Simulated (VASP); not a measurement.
# W4C4Cl in VASP: a series of runs, part 2 of 2

VASP 6.6.1. Earlier steps stand in the parts before.

**4. Single point, PBEsol**

Contents of INCAR:

```
SYSTEM = W4C4Cl
PREC = Accurate
ENCUT = 520
EDIFF = 1E-7
ISMEAR = -1
SIGMA = 0.15
LREAL = Auto
LASPH = .TRUE.
NELM = 80
ALGO = Normal
ISIF = 2
LWAVE = .FALSE.
LCHARG = .TRUE.
GGA = PS
LELF = .TRUE.
LVHAR = .TRUE.
NBANDS = 94
```

Contents of KPOINTS:

```
regular mesh
0
G
  2 2 1
  0 0 0
```

Contents of POSCAR:

```
W4C4Cl
1.0
    5.8031600000      0.0000000000      0.0000000000
   -2.9015800000      5.0256840000      0.0000000000
    0.0000000000      0.0000000000     18.2580050000
W C Cl
8 8 2
Direct
    0.0000000000      0.0000000000      0.0547704966
   -0.0027021826      0.0015918231      0.2107021003
   -0.0000059017      0.4999916429      0.0547704966
    0.0002236371      0.5005885766      0.2122028119
    0.5000034464      0.0000000000      0.0547704966
    0.5058440968      0.0026862015      0.2101982117
    0.4999975447      0.4999916429      0.0547704966
    0.5072530947      0.5131241837      0.2077225852
    0.3330621863      0.1655695026      0.1281848701
    0.3418026849      0.1778464384      0.2690326791
    0.3357005852      0.6651631897      0.1264924618
    0.3328571190      0.6915277602      0.2768484289
    0.8341355336      0.1625052431      0.1267772684
    0.8322516861      0.1671812235      0.2739675008
    0.8297574261      0.6662973637      0.1274783307
    0.8472020315      0.6784748106      0.2758023125
    1.2383865334      0.8193312592      0.3951965179
    1.4885474769      1.2891180584      0.3548306619
```

Potentials or basis: VASP PAW PBE potentials, release 64 (W_sv, C, Cl).

Command:

```
> cat potpaw_PBE.64/W_sv/POTCAR potpaw_PBE.64/C/POTCAR potpaw_PBE.64/Cl/POTCAR > POTCAR
> mpirun -np 1 vasp_std > vasp.out
```

OUTCAR:

```text
SYSTEM = W4C4Cl
   PREC = Accurate
   ENCUT = 520
   EDIFF = 1E-7
   ISMEAR = -1
   LREAL = Auto
   LASPH = .TRUE.
   NELM = 80
   ISIF = 2
   GGA = PS

 ion  position               nearest neighbor table
   1  0.000  0.000  0.055-  13 2.11  15 2.14   9 2.14   2 2.85   3 2.90   7 2.90   5 2.90   5 2.90
                             7 2.90   3 2.90
   2  0.997  0.002  0.211-  16 2.01  14 2.02  10 2.03  13 2.24   9 2.26  15 2.27   8 2.84   1 2.85
                             6 2.86   4 2.89   4 2.92   6 2.95   8 2.96
   3  1.000  0.500  0.055-  11 2.14  13 2.15  15 2.15   4 2.87   5 2.90   1 2.90   7 2.90   7 2.90
                             1 2.90   5 2.90
   4  0.000  0.501  0.212-  14 2.02  16 2.03  12 2.05  15 2.29  11 2.30  13 2.31   3 2.87   6 2.88
                             2 2.89   8 2.90   8 2.91   2 2.92   6 2.92
   5  0.500  0.000  0.055-  11 2.13  13 2.13   9 2.14   6 2.84   3 2.90   7 2.90   1 2.90   1 2.90
                             7 2.90   3 2.90
   6  0.506  0.003  0.210-  12 1.98  14 2.01  10 2.02  13 2.25   9 2.26  11 2.28   5 2.84   8 2.85
                             2 2.86   4 2.88   4 2.92   2 2.95   8 2.96
   7  0.500  0.500  0.055-  11 2.11  15 2.12   9 2.15   8 2.79   5 2.90   1 2.90   3 2.90   3 2.90
                             1 2.90   5 2.90
   8  0.507  0.513  0.208-  10 2.02  16 2.11  12 2.18  15 2.19  11 2.20   9 2.27   7 2.79   2 2.84
                             6 2.85   4 2.90   4 2.91   6 2.96  18 2.96   2 2.96
   9  0.333  0.166  0.128-   5 2.14   1 2.14   7 2.15   6 2.26   2 2.26   8 2.27
  10  0.342  0.178  0.269-  18 1.75   6 2.02   8 2.02   2 2.03
  11  0.336  0.665  0.126-   7 2.11   5 2.13   3 2.14   8 2.20   6 2.28   4 2.30
  12  0.333  0.692  0.277-   6 1.98   4 2.05   8 2.18
  13  0.834  0.163  0.127-   1 2.11   5 2.13   3 2.15   2 2.24   6 2.25   4 2.31
  14  0.832  0.167  0.274-   6 2.01   4 2.02   2 2.02
  15  0.830  0.666  0.127-   7 2.12   1 2.14   3 2.15   8 2.19   2 2.27   4 2.29
  16  0.847  0.678  0.276-   2 2.01   4 2.03   8 2.11
  17  0.238  0.819  0.395-  18 2.47
  18  0.489  0.289  0.355-  10 1.75  17 2.47   8 2.96

  LATTYP: Found a hexagonal cell.
 ALAT       =     5.8031600000
 C/A-ratio  =     3.1462177503

  Lattice vectors:

 A1 = (   5.8031600000,   0.0000000000,   0.0000000000)
 A2 = (  -2.9015800000,   5.0256840000,   0.0000000000)
 A3 = (   0.0000000000,   0.0000000000,  18.2580050000)

Analysis of symmetry for initial positions (statically):
[... 166 lines left out ...]
   LRPA    =     F    only Hartree local field effects (RPA)
 non-spin polarized calculation
  energy-cutoff  :      520.00
  volume of cell :      532.49
 maximum number of plane-waves:     14371
 NGX is ok and might be reduce to    48
   NGX = 21   NGY = 21   NGZ = 67

 number of electron     158.0000000 magnetization

 Free energy of the ion-electron system (eV)
  ---------------------------------------------------
  ext. energy  EPLUGINS =         0.00000000
  ---------------------------------------------------
  free energy    TOTEN  =      -177.49573743 eV

  energy without entropy =     -176.92852283  energy(sigma->0) =     -177.21213013

 E-fermi :   0.4289     XC(G=0):  -6.1640

 val. band max:        0.3435132830   @ k =   0.0000   0.0000   0.0000
 cond. band min:       0.4814085087   @ k =   0.5000   0.5000   0.0000
 fundamental gap:      0.1378952256
 Fermi energy:         0.4288971209

 k-point     1 :       0.0000    0.0000    0.0000
  band No.  band energies     occupation
      1     -73.6549      2.00000
      2     -73.6040      2.00000
      3     -73.5959      2.00000
      4     -73.5876      2.00000
      5     -73.4441      2.00000
      6     -73.3127      2.00000
[... 365 lines left out ...]
     90       2.2461      0.00001
     91       2.3503      0.00001
 [bands above 91 left out]

------------------------ aborting loop because EDIFF is reached ----------------------------------------

  FORCE on cell =-STRESS in cart. coord.  units (eV):
  Direction    XX          YY          ZZ          XY          YZ          ZX
  --------------------------------------------------------------------------------------
  -------------------------------------------------------------------------------------
  Total       -2.3096481     -1.1979163     -1.4214232     -0.1284716     -3.6998368     -1.7075278
  in kB       -6.9493368     -3.6043257     -4.2768198     -0.3865490    -11.1321772     -5.1376596
  external PRESSURE =      -4.9434941 kB  Pullay stress =       0.0000000 kB

 VOLUME and BASIS-vectors are now :
 -----------------------------------------------------------------------------
  energy-cutoff  :      520.00
  volume of cell :      532.49
      direct lattice vectors                 reciprocal lattice vectors
     5.803160000  0.000000000  0.000000000     0.172319908  0.099488945  0.000000000
    -2.901580000  5.025684000  0.000000000     0.000000000  0.198977890  0.000000000
     0.000000000  0.000000000 18.258005000     0.000000000  0.000000000  0.054770497

 POSITION                                       TOTAL-FORCE (eV/Angst)
 -----------------------------------------------------------------------------------
      0.00000      0.00000      1.00000         0.237082      0.028984      0.329795
      5.78286      0.00800      3.84700        -0.148725     -0.000239      0.006419
      4.35236      2.51280      1.00000         0.024276     -0.090762      0.636603
     -1.45120      2.51580      3.87440         0.031804      0.329807     -0.322487
      2.90160      0.00000      1.00000        -0.075186      0.129183      0.367874
      2.92770      0.01350      3.83780         0.080798     -0.075508     -1.561486
[... 10 lines left out ...]
     -0.99396      4.11770      7.21550         0.468072     -0.996138      0.208292
      1.99622      1.45302      6.47850        -1.373872      0.116898     -0.303515
 -----------------------------------------------------------------------------------
    total drift:                               -0.005588     -0.005159     -0.037084

  FREE ENERGIE OF THE ION-ELECTRON SYSTEM (eV)
  ---------------------------------------------------
  free  energy   TOTEN  =      -177.4957374285 eV

  energy  without entropy=     -176.9285228288  energy(sigma->0) =     -177.21213013
```

stdout:

```text
POSCAR found type information on POSCAR W C Cl
 POSCAR found :  3 types and      18 ions
 scaLAPACK will be used
 -----------------------------------------------------------------------------
|                                                                             |
|                                                                             |
|     You enforced a specific xc type in the INCAR file but a different       |
|     I HOPE YOU KNOW WHAT YOU ARE DOING!                                     |
|                                                                             |
 -----------------------------------------------------------------------------

 LDA part: xc-table for (Slater+PW92), standard interpolation
 POSCAR, INCAR and KPOINTS ok, starting setup
 FFT: planning ... GRIDC
 FFT: planning ... GRID_SOFT
 FFT: planning ... GRID
 WAVECAR not read
 entering main loop
```

Wall time 11 min (1 thread of Intel Xeon 6975P-C (Granite Rapids), shared host); peak memory 0.7 GiB.

What came out:

```yaml
Free_energy: -177.4957 eV
Largest_force: 2.681 eV/Å
Band_gap_on_the_k_mesh: zero (bands 79 and 80 overlap by 0.39 eV)
```

Forces on the atoms (eV/Å):
```
W    0.237  0.029  0.330
W   -0.149  0.000  0.006
W    0.024 -0.091  0.637
W    0.032  0.330 -0.322
W   -0.075  0.129  0.368
W    0.081 -0.076 -1.561
W    0.061 -0.136  0.044
W   -0.367  0.015  0.826
C    0.061  0.223 -0.364
C    0.735  0.478  2.533
C   -0.391  0.073 -0.070
C    0.011 -0.311 -0.146
C   -0.065  0.372 -0.520
C    0.140  0.245 -0.529
C    0.452 -0.087 -0.321
C    0.117 -0.314 -0.814
Cl   0.468 -0.996  0.208
Cl  -1.374  0.117 -0.304
```

Caveat: the k points lie up to 0.63 Å⁻¹ apart; the PAW data sets were made with another functional, which shifts forces and pressure a little; spin-orbit coupling is left out, which moves the levels of the heavy elements.

**5. Overview**

| cell | gap on the mesh (eV) | largest force (eV/Å) |
| --- | --- | --- |
| as given, atomic positions A | none | 4.37 |
| as given, atomic positions B | none | 4.03 |
| as given, atomic positions C | none | 2.68 |

Alike in all rows: task single point; level PBEsol; potentials or basis VASP PAW PBE potentials, release 64 (W_sv, C, Cl); no spin polarisation; k mesh 2 × 2 × 1; cutoff (eV) 520; smearing fermi-dirac 0.15 eV.

Caveats: all runs use coarse meshes; the PAW data sets were made with another functional, which shifts forces and pressure a little; spin-orbit coupling is left out, which moves the levels of the heavy elements.

Absolute energies hang on the potentials; compare differences alone.
